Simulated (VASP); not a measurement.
The system is Zr2NbN3.

```xyz
6
Lattice="4.9956 0.0000 0.0000 0.0000 4.9956 0.0000 0.0000 0.0000 4.0665" Properties=species:S:1:pos:R:3 pbc="T T T"
Zr    2.4978    0.0000    0.0000
Zr    0.0000    2.4978    0.0000
Nb    0.0000    0.0000    0.0000
N     0.0000    0.0000    2.0332
N     2.4978    2.4978    0.6502
N     2.4978    2.4978    3.4163
```

The cell was built from a structure type or drawn by symmetry, and may not be a known phase.

- Program: VASP 6.6.1
- Task: relaxation of cell and atoms
- Functional: PBE
- Potentials or basis: VASP PAW PBE potentials, release 64 (Zr_sv, Nb_sv, N)
- Cutoff: 600 eV
- k mesh: 8 × 8 × 10
- Occupations: gaussian, width 0.1 eV
- Spin: no spin polarisation

At the start: pressure 2.3 GPa; volume 16.91 Å³/atom.

Task: Where does the relaxation end?

Result: Over 9 steps the energy falls by 2.4 meV/atom and the volume is 17.25 Å³/atom (+2.0 %); space group P4/mmm (No. 123, to 0.1 Å) before and after.

Step by step:
| step | energy change (eV) | largest force (eV/Å) | pressure (GPa) | volume (Å³) |
| --- | --- | --- | --- | --- |
| 1 | 0.0000 | 0.3043 | 2.30 | 101.48 |
| 2 | 0.0239 | 1.2922 | -2.85 | 105.08 |
| 3 | -0.0103 | 0.3194 | 0.40 | 102.73 |
| 4 | -0.0131 | 0.1763 | -0.27 | 104.01 |
| 5 | -0.0141 | 0.0022 | -0.05 | 103.57 |
| 6 | -0.0142 | 0.0251 | 0.07 | 103.49 |
| 7 | -0.0142 | 0.0174 | 0.03 | 103.51 |
| 8 | -0.0142 | 0.0225 | -0.01 | 103.52 |
| 9 | -0.0142 | 0.0031 | 0.01 | 103.52 |

Final structure:
```
CELL_PARAMETERS angstrom
5.03481 0.00000 0.00000
0.00000 5.03481 0.00000
0.00000 0.00000 4.08369
ATOMIC_POSITIONS crystal
Zr 0.50000 0.00000 0.00000
Zr 0.00000 0.50000 0.00000
Nb 0.00000 0.00000 0.00000
N 0.00000 0.00000 0.50000
N 0.50000 0.50000 0.15957
N 0.50000 0.50000 0.84043
```
